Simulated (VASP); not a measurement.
Wanted: the native input for a VASP 6.6.1 run.

```yaml
Task: single point
Functional: r2SCAN
Potentials_or_basis: VASP PAW PBE potentials, release 64 (Mg, Be)
Cutoff: 520 eV
k_mesh: 14 × 14 × 6
Occupations: gaussian, width 0.1 eV
Spin: no spin polarisation
Dipole_correction: no
Further_INCAR_settings: ALGO = Normal; EDIFF = 1e-07; NBANDS = 9
```

The system is MgBe.

```
Mg Be
1.0
     2.39955    0.00000    0.00000
    -1.19977    2.07807    0.00000
     0.00000    0.00000    4.90091
Mg Be
1 1
Direct
  0.99732 0.00815 0.04509
  0.99061 0.98647 0.59210
```

One way to write it, as run:

POSCAR

```
MgBe
1.0
    2.3995486400      0.0000000000      0.0000000000
   -1.1997743200      2.0780700800      0.0000000000
    0.0000000000      0.0000000000      4.9009135800
Mg Be
1 1
Direct
   -0.0026840000      0.0081470000      0.0450920000
   -0.0093910000     -0.0135330000      0.5920960000
```

INCAR.step1

```
SYSTEM = MgBe
PREC = Accurate
ENCUT = 520
ISMEAR = 0
SIGMA = 0.1
LREAL = .FALSE.
LASPH = .TRUE.
NELM = 60
NBANDS = 9
GGA = PE
ALGO = Normal
EDIFF = 1E-4
LWAVE = .TRUE.
LCHARG = .FALSE.
```

INCAR.step2

```
SYSTEM = MgBe
PREC = Accurate
ENCUT = 520
EDIFF = 1E-7
ISMEAR = 0
SIGMA = 0.1
LREAL = .FALSE.
LASPH = .TRUE.
NELM = 60
ALGO = Normal
ISIF = 2
LWAVE = .FALSE.
LCHARG = .FALSE.
METAGGA = R2SCAN
LMIXTAU = .TRUE.
NBANDS = 9
ISTART = 1
```

KPOINTS

```
Automatic mesh
0
G
  14 14 6
  0 0 0
```

Potentials or basis: VASP PAW PBE potentials, release 64 (Mg, Be).

Launch:

```sh
$ cat potpaw_PBE.64/Mg/POTCAR potpaw_PBE.64/Be/POTCAR > POTCAR
$ cp INCAR.step1 INCAR
$ mpirun -np 1 vasp_std > vasp.out
$ cp INCAR.step2 INCAR
$ mpirun -np 1 vasp_std > vasp.out
```

It gave:

```json
{
  "Pressure": "33.4 GPa",
  "Largest force": "1.745 eV/Å",
  "Band gap on the k mesh": "zero (bands 2 and 3 overlap by 5.08 eV)"
}
```

Caveat: the stress differs along the axes, from 21 to 39 GPa; the PAW data sets were made with another functional, which shifts forces and pressure a little.

Wall time 11 min on 1 thread of Oxide Virtual Turin-like Processor, with other jobs on the host, peak memory 0.24 GiB.
